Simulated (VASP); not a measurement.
# PbSe (Immm) in VASP: a series of runs

PbSe is run at these levels: PBE+D3(BJ); tasks: single point.

Program: VASP 6.6.1. These are calculated values, not measurements. Logs are shortened: lines on timing, memory, paths and dates and some standing lists are left out, and cuts for length are marked.

## 1. The cell of the first run

The structure is orthorhombic, space group Immm (No. 71). Conventional cell: a = 4.338 Å, b = 5.053 Å, c = 6.134 Å, α = 90.00°, β = 90.00°, γ = 90.00°. Pb (site symmetry mmm) has 6 Se at 3.07 to 3.33 Å within 4.0 Å. Se (site symmetry mmm) has 6 Pb at 3.07 to 3.33 Å within 4.0 Å.

## 2. Single point, PBE+D3(BJ)

INCAR reads:

```
SYSTEM = PbSe
PREC = Accurate ; ENCUT = 520
EDIFF = 1E-6 ; ISMEAR = 0
SIGMA = 0.03 ; LREAL = .False.
LASPH = .True. ; NELM = 80
ALGO = Normal ; ISIF = 2
LWAVE = .False. ; LCHARG = .False.
GGA = PE ; IVDW = 12
NBANDS = 17
```

KPOINTS reads:

```
Automatic mesh
0
Gamma
  10 10 10
  0 0 0
```

POSCAR reads:

```
PbSe
1.0
   -0.2530347053      3.3201220427      3.0670873374
    3.3201220427     -0.2530347053      3.0670873374
    3.0670873374      3.0670873374      0.0000000000
Pb Se
1 1
Direct
    0.0000000000      0.0000000000      0.0000000000
    0.5000000000      0.5000000000      0.5000000000
```

Potentials or basis: VASP PAW PBE potentials, release 64 (Pb_d, Se).

On the command line:

```bash
$ cat potpaw_PBE.64/Pb_d/POTCAR potpaw_PBE.64/Se/POTCAR > POTCAR
$ mpirun -np 1 vasp_std > vasp.out
```

OUTCAR:

```text
SYSTEM = PbSe
   PREC = Accurate
   ENCUT = 520
   EDIFF = 1E-6
   ISMEAR = 0
   LREAL = .False.
   LASPH = .True.
   NELM = 80
   ISIF = 2
   GGA = PE
   IVDW = 12
 IVDW          = 12

 ion  position               nearest neighbor table
   1  0.000  0.000  0.000-   2 3.07   2 3.07   2 3.33   2 3.33   2 3.33   2 3.33
   2  0.500  0.500  0.500-   1 3.07   1 3.07   1 3.33   1 3.33   1 3.33   1 3.33

  LATTYP: Found a body centered orthorhombic cell.
 ALAT       =     4.3375165095
 B/A-ratio  =     1.1650000000
 C/A-ratio  =     1.4142135624

  Lattice vectors:

 A1 = (   0.2530347053,  -3.3201220427,  -3.0670873374)
 A2 = (  -0.2530347053,   3.3201220427,  -3.0670873374)
 A3 = (   3.3201220427,  -0.2530347053,   3.0670873374)

Analysis of symmetry for initial positions (statically):
=====================================================================
 Subroutine PRICEL returns:
 Original cell was already a primitive cell.

 Routine SETGRP: Setting up the symmetry group for a
 body centered orthorhombic supercell.

 Subroutine GETGRP returns: Found  8 space group operations
 (whereof  8 operations were pure point group operations)
 out of a pool of  8 trial point group operations.

The static configuration has the point symmetry D_2h.

Analysis of symmetry for dynamics (positions and initial velocities):
=====================================================================
 Subroutine PRICEL returns:
 Original cell was already a primitive cell.

 Routine SETGRP: Setting up the symmetry group for a
 body centered orthorhombic supercell.

 Subroutine GETGRP returns: Found  8 space group operations
 (whereof  8 operations were pure point group operations)
 out of a pool of  8 trial point group operations.

The dynamic configuration has the point symmetry D_2h.

 Subroutine INISYM returns: Found  8 space group operations
 (whereof  8 operations are pure point group operations),
 and found     1 'primitive' translations

----------------------------------------------------------------------------------------

                                     Primitive cell

  volume of cell :      67.2255

  direct lattice vectors                    reciprocal lattice vectors
    -0.253034705  3.320122043  3.067087337    -0.139932288  0.139932288  0.163021116
     3.320122043 -0.253034705  3.067087337     0.139932288 -0.139932288  0.163021116
     3.067087337  3.067087337  0.000000000     0.163021116  0.163021116 -0.163021116

  length of vectors
     4.527058833  4.527058833  4.337516510     0.256394179  0.256394179  0.282360855

  position of ions in fractional coordinates (direct lattice)
     0.000000000  0.000000000  0.000000000
     0.500000000  0.500000000  0.500000000

  ion indices of the primitive-cell ions
   primitive index   ion index
                 1           1
                 2           2

----------------------------------------------------------------------------------------

 KPOINTS: Automatic mesh

Automatic generation of k-mesh.
 Grid dimensions read from file:
 generate k-points for:   10   10   10

 Generating k-lattice:

  Cartesian coordinates                     Fractional coordinates (reciprocal lattice)
    -0.013993229  0.013993229  0.016302112     0.100000000  0.000000000  0.000000000
     0.013993229 -0.013993229  0.016302112     0.000000000  0.100000000  0.000000000
     0.016302112  0.016302112 -0.016302112    -0.000000000 -0.000000000  0.100000000

  Length of vectors
     0.025639418  0.025639418  0.028236086

  Shift w.r.t. Gamma in fractional coordinates (k-lattice)
     0.000000000  0.000000000  0.000000000

 Subroutine IBZKPT returns following result:
 ===========================================

 Found    171 irreducible k-points:

 Following reciprocal coordinates:
            Coordinates               Weight
  0.000000  0.000000  0.000000      1.000000
  0.100000 -0.000000  0.000000      4.000000
  0.200000 -0.000000  0.000000      4.000000
  0.300000  0.000000  0.000000      4.000000
  0.400000  0.000000  0.000000      4.000000
  0.500000  0.000000  0.000000      2.000000
[... 16 lines left out ...]
  0.300000  0.300000  0.000000      2.000000
  0.400000  0.300000  0.000000      4.000000
 [... further k-points ...]
   k-points           NKPTS =    171   k-points in BZ     NKDIM =    171   number of bands    NBANDS=     17
   number of dos      NEDOS =    301   number of ions     NIONS =      2
   total plane-waves  NPLWV =  41472
   dimension x,y,z NGX =    36 NGY =   36 NGZ =   32
   dimension x,y,z NGXF=    72 NGYF=   72 NGZF=   64
   ions per type =               1   1
   NGX,Y,Z   is equivalent  to a cutoff of  13.22, 13.22, 12.26 a.u.
   NGXF,Y,Z  is equivalent  to a cutoff of  26.44, 26.44, 24.53 a.u.
 SYSTEM =  PbSe
   PREC   = accura    normal or accurate (medium, high low for compatibility)
   ISTART =      0    job   : 0-new  1-cont  2-samecut
   ICHARG =      2    charge: 1-file 2-atom 10-const
   ISPIN  =      1    spin polarized calculation?
   LNONCOLLINEAR =      F non collinear calculations
   LSORBIT =      F    spin-orbit coupling
   LASPH  =      T    aspherical Exc in radial PAW
   ENCUT  =  520.0 eV  38.22 Ry    6.18 a.u.   8.42  8.42  8.06*2*pi/ulx,y,z
   NELM   =     80;   NELMIN=  2; NELMDL= -5     # of ELM steps
   EDIFF  = 0.1E-05   stopping-criterion for ELM
   LREAL  =      F    real-space projection
   EDIFFG = 0.1E-04   stopping-criterion for IOM
   NSW    =      0    number of steps for IOM
   IBRION =     -1    ionic relax: 0-MD 1-quasi-New 2-CG
   NFREE  =      0    steps in history (QN), initial steepest desc. (CG)
   ISIF   =      2    stress and relaxation
   ISYM   =      2    0-nonsym 1-usesym 2-fastsym
   POTIM  = 0.5000    time-step for ionic-motion
   TEBEG  =    0.0;   TEEND  =   0.0 temperature during run
   PSTRESS=    0.0 pullay stress
   NELECT =      20.0000    total number of electrons
   NUPDOWN=      -1.0000    fix difference up-down
   EMIN   =  10.00;   EMAX   =-10.00  energy-range for DOS
   EFERMI =   0.00;   METHOD = LEGACY
   ISMEAR =     0;   SIGMA  =   0.03  broadening in eV -4-tet -1-fermi 0-gaus
   EFERMI_NEDOS =   21; number of points for ismear=-14 and -15
   IALGO  =     38    algorithm
   IMIX   =      4    mixing-type and parameters
     AMIX     =   0.40;   BMIX     =  1.00
     AMIX_MAG =   1.60;   BMIX_MAG =  1.00
  volume/ion in A,a.u.               =      33.61       226.83
  Fermi-wavevector in a.u.,A,eV,Ry     =   1.092882  2.065248 16.250685  1.194392
  Thomas-Fermi vector in A             =   2.229157
   LORBIT       =      0    0 simple, 1 ext, 2 COOP (PROOUT), +10 PAW based schemes
   GGA     = PE    functional components
   LHFCALC =     F    Hartree Fock is set to
   AEXX    =    0.0000 exact exchange contribution
   IVDW    =    12    specifies the selected vdW correction
   LEPSILON=     F    determine dielectric tensor
   LRPA    =     F    only Hartree local field effects (RPA)
 non-spin polarized calculation
 Gauss-broadening in eV      SIGMA  =   0.03
  energy-cutoff  :      520.00
  volume of cell :       67.23
 maximum number of plane-waves:      1836
 NGX is ok and might be reduce to    36
   NGX = 17   NGY = 17   NGZ = 17

 number of electron      19.9999999 magnetization

 Free energy of the ion-electron system (eV)
  ---------------------------------------------------
  ext. energy  EPLUGINS =         0.00000000
  ---------------------------------------------------
  free energy    TOTEN  =        -7.96917563 eV

  energy without entropy =       -7.96914399  energy(sigma->0) =       -7.96915981

 E-fermi :   3.4131     XC(G=0):  -8.8197

 val. band max:        3.3869380378   @ k =   0.5000   0.0000   0.0000
 cond. band min:       3.4392743930   @ k =  -0.0000  -0.0000   0.5000
 fundamental gap:      0.0523363553
 Fermi energy:         3.4131062162

 k-point     1 :       0.0000    0.0000    0.0000
  band No.  band energies     occupation
      1     -13.4736      2.00000
      2     -13.4499      2.00000
      3     -13.4260      2.00000
      4     -13.4058      2.00000
      5     -13.3889      2.00000
      6      -9.1200      2.00000
[... 9 lines left out ...]
     16      10.6978      0.00000
     17      10.8887      0.00000

 k-point     2 :       0.1000   -0.0000    0.0000
  band No.  band energies     occupation
      1     -13.4738      2.00000
      2     -13.4497      2.00000
      3     -13.4250      2.00000
      4     -13.4045      2.00000
      5     -13.3897      2.00000
      6      -9.0679      2.00000
[... 9 lines left out ...]
     16      11.0273      0.00000
     17      11.0864      0.00000

 k-point     3 :       0.2000   -0.0000    0.0000
  band No.  band energies     occupation
      1     -13.4742      2.00000
      2     -13.4495      2.00000
      3     -13.4220      2.00000
      4     -13.4016      2.00000
      5     -13.3914      2.00000
      6      -8.9213      2.00000
[... 9 lines left out ...]
     16      11.6208      0.00000
     17      12.1835      0.00000

 k-point     4 :       0.3000    0.0000    0.0000
  band No.  band energies     occupation
      1     -13.4748      2.00000
      2     -13.4499      2.00000
      3     -13.4177      2.00000
      4     -13.3997      2.00000
      5     -13.3918      2.00000
      6      -8.7144      2.00000
[... 9 lines left out ...]
     16      12.4347      0.00000
     17      13.1350      0.00000
[... 343 lines left out ...]
      1     -13.4758      2.00000
      2     -13.4488      2.00000
      3     -13.4188      2.00000
      4     -13.4012      2.00000
      5     -13.3966      2.00000
      6      -8.6853      2.00000
[... 9 lines left out ...]
     16      11.9681      0.00000
     17      12.4734      0.00000

 k-point    23 :       0.3000    0.3000    0.0000
  band No.  band energies     occupation
      1     -13.4795      2.00000
      2     -13.4415      2.00000
      3     -13.4166      2.00000
      4     -13.4130      2.00000
      5     -13.3859      2.00000
      6      -8.4612      2.00000
[... 9 lines left out ...]
     16      12.9901      0.00000
     17      13.4026      0.00000

 k-point    24 :       0.4000    0.3000    0.0000
  band No.  band energies     occupation
      1     -13.4814      2.00000
      2     -13.4405      2.00000
      3     -13.4258      2.00000
      4     -13.4100      2.00000
      5     -13.3820      2.00000
      6      -8.3013      2.00000
[... 9 lines left out ...]
     16      13.6168      0.00000
     17      14.5084      0.00000

 [... further k-points ...]

------------------------ aborting loop because EDIFF is reached ----------------------------------------

 Edisp (eV)   -0.67502

 E8    (eV) :    -0.3170

  FORCE on cell =-STRESS in cart. coord.  units (eV):
  Direction    XX          YY          ZZ          XY          YZ          ZX
  --------------------------------------------------------------------------------------
  -------------------------------------------------------------------------------------
  Total      -2.72684    -2.72684    -0.70219     0.98814     0.00000     0.00000
  in kB     -64.98848   -64.98848   -16.73515    23.55022     0.00000     0.00000
  external pressure =      -48.90 kB  Pullay stress =        0.00 kB

 VOLUME and BASIS-vectors are now :
 -----------------------------------------------------------------------------
  energy-cutoff  :      520.00
  volume of cell :       67.23
      direct lattice vectors                 reciprocal lattice vectors
    -0.253034705  3.320122043  3.067087337    -0.139932288  0.139932288  0.163021116
     3.320122043 -0.253034705  3.067087337     0.139932288 -0.139932288  0.163021116
     3.067087337  3.067087337  0.000000000     0.163021116  0.163021116 -0.163021116

 POSITION                                       TOTAL-FORCE (eV/Angst)
 -----------------------------------------------------------------------------------
      0.00000      0.00000      0.00000         0.000000     -0.000000     -0.000000
      3.06709      3.06709      3.06709        -0.000000      0.000000      0.000000
 -----------------------------------------------------------------------------------
    total drift:                                0.000000      0.000000      0.000000

  FREE ENERGIE OF THE ION-ELECTRON SYSTEM (eV)
  ---------------------------------------------------
  free  energy   TOTEN  =        -8.6441946163 eV

  energy  without entropy=       -8.6441629812  energy(sigma->0) =       -8.64417880
```

It took 70 s on 1 thread of Intel Xeon 6975P-C (Granite Rapids), shared host; peak memory 0.34 GiB.

Results:

* Free energy: -8.6442 eV
* Pressure: -4.9 GPa
* Band gap on the k mesh: 0.05 eV (least direct gap 0.21 eV)
* Dispersion energy per atom: -0.338 eV

Stress tensor (GPa, compression positive):
```
-6.50  2.36  0.00
 2.36 -6.50  0.00
 0.00  0.00 -1.67
```

Levels at points of the mesh, in eV from the valence-band top:
| k point | band 7 | band 8 | band 9 | band 10 | band 11 | band 12 | band 13 | band 14 |
| --- | --- | --- | --- | --- | --- | --- | --- | --- |
| (0.00, 0.00, 0.00) | -6.72 | -1.83 | -1.49 | -0.65 | 3.75 | 3.92 | 5.24 | 5.83 |
| (0.50, 0.00, 0.00) | -8.37 | -0.94 | -0.71 | 0.00 | 0.71 | 2.13 | 2.22 | 7.89 |
| (0.50, 0.50, 0.00) | -7.50 | -4.00 | -3.02 | -1.87 | 4.21 | 4.59 | 4.87 | 5.84 |
| (0.00, 0.00, 0.50) | -8.07 | -1.28 | -1.18 | -0.15 | 0.05 | 1.33 | 2.07 | 8.38 |
| (0.50, 0.00, 0.50) | -7.19 | -3.80 | -2.75 | -2.00 | 3.67 | 4.32 | 5.00 | 5.86 |

Caveat: the cell stands under tension; spin-orbit coupling is left out, which moves the levels of the heavy elements. A k mesh can miss the band edges.

## 3. Single point, PBE+D3(BJ)

This run uses another cell than the first one, of 33.72 Å³/atom.

Edit INCAR of step 2 so:

```diff
@@ -4,3 +4,3 @@
 SIGMA = 0.03 ; LREAL = .False.
-LASPH = .True. ; NELM = 80
+LASPH = .True. ; NELM = 60
 ALGO = Normal ; ISIF = 2
```

KPOINTS reads:

```
regular mesh
0
Gamma
  10 10 10
  0 0 0
```

POSCAR reads:

```
PbSe
1.0
   -0.1686898036      3.3201220427      3.0670873374
    3.3201220427     -0.1686898036      3.0670873374
    3.1514322392      3.1514322392      0.0000000000
Pb Se
1 1
Direct
    0.0000000000      0.0000000000      0.0000000000
    0.5000000000      0.5000000000      0.5000000000
```

Potentials or basis: VASP PAW PBE potentials, release 64 (Pb_d, Se).

On the command line:

```bash
$ cat potpaw_PBE.64/Pb_d/POTCAR potpaw_PBE.64/Se/POTCAR > POTCAR
$ mpirun -np 1 vasp_std > vasp.out
```

Run time: 86 s. Hardware: 1 thread of Intel Xeon 6975P-C (Granite Rapids), shared host; peak memory 0.36 GiB.

Results (log left out):

| Property | Result |
| --- | --- |
| Free energy | -8.6774 eV |
| Pressure | -4.9 GPa |
| Band gap on the k mesh | 0.24 eV (least direct gap 0.36 eV) |
| Dispersion energy per atom | -0.336 eV |

Stress tensor (GPa, compression positive):
```
-6.57  1.56  0.00
 1.56 -6.57  0.00
 0.00  0.00 -1.47
```

Levels at points of the mesh, in eV from the valence-band top:
```tsv
k point	band 8	band 9	band 10	band 11	band 12	band 13
(0.00, 0.00, 0.00)	-1.79	-1.36	-0.80	3.72	3.85	5.31
(0.50, 0.00, 0.00)	-0.93	-0.83	0.00	0.69	2.03	2.13
(0.50, 0.50, 0.00)	-3.97	-2.84	-2.08	4.13	4.60	4.80
(0.00, 0.00, 0.50)	-1.21	-1.09	-0.12	0.24	1.44	2.08
(0.50, 0.00, 0.50)	-3.79	-2.74	-1.98	3.97	4.34	5.02
```

Caveat: the cell stands under tension; spin-orbit coupling is left out, which moves the levels of the heavy elements. A k mesh can miss the band edges.

## 4. Single point, PBE+D3(BJ)

This run uses another cell than the first one, of 33.79 Å³/atom.

INCAR reads:

```
SYSTEM = PbSe
ALGO = Normal ; EDIFF = 1E-6
ENCUT = 520 ; GGA = PE
ISIF = 2 ; ISMEAR = 0
IVDW = 12 ; LASPH = .TRUE.
LCHARG = .FALSE. ; LREAL = .FALSE.
LWAVE = .FALSE. ; NBANDS = 17
NELM = 100 ; PREC = Accurate
SIGMA = 0.03
```

KPOINTS reads:

```
k-points
0
G
  10 10 10
  0 0 0
```

POSCAR reads:

```
PbSe
1.0
   -0.0843449018      3.3201220427      3.0670873374
    3.3201220427     -0.0843449018      3.0670873374
    3.2357771410      3.2357771410      0.0000000000
Pb Se
1 1
Direct
    0.0000000000      0.0000000000      0.0000000000
    0.5000000000      0.5000000000      0.5000000000
```

On the command line:

```bash
$ cat potpaw_PBE.64/Pb_d/POTCAR potpaw_PBE.64/Se/POTCAR > POTCAR
$ mpirun -np 1 vasp_std > vasp.out
```

Wall time 2 min (1 thread of Intel Xeon 6975P-C (Granite Rapids), shared host); peak memory 0.35 GiB.

It converged, with:

```
Free energy                : -8.6971 eV
Pressure                   : -4.9 GPa
Band gap on the k mesh     : 0.42 eV (least direct gap 0.49 eV)
Dispersion energy per atom : -0.335 eV
```

Stress tensor (GPa, compression positive):
```
-6.61  0.78  0.00
 0.78 -6.61  0.00
 0.00  0.00 -1.35
```

Levels at points of the mesh, in eV from the valence-band top:
| k point | band 8 | band 9 | band 10 | band 11 | band 12 | band 13 |
| --- | --- | --- | --- | --- | --- | --- |
| (0.00, 0.00, 0.00) | -1.75 | -1.20 | -0.93 | 3.74 | 3.81 | 5.36 |
| (0.50, 0.00, 0.00) | -0.93 | -0.92 | 0.00 | 0.65 | 1.88 | 2.14 |
| (0.50, 0.50, 0.00) | -3.94 | -2.65 | -2.27 | 4.10 | 4.65 | 4.76 |
| (0.00, 0.00, 0.50) | -1.11 | -1.00 | -0.06 | 0.42 | 1.58 | 2.11 |
| (0.50, 0.00, 0.50) | -3.76 | -2.72 | -1.96 | 4.20 | 4.36 | 5.01 |

Caveat: the cell stands under tension; spin-orbit coupling is left out, which moves the levels of the heavy elements.

(Part 1 of 2 ends here.)
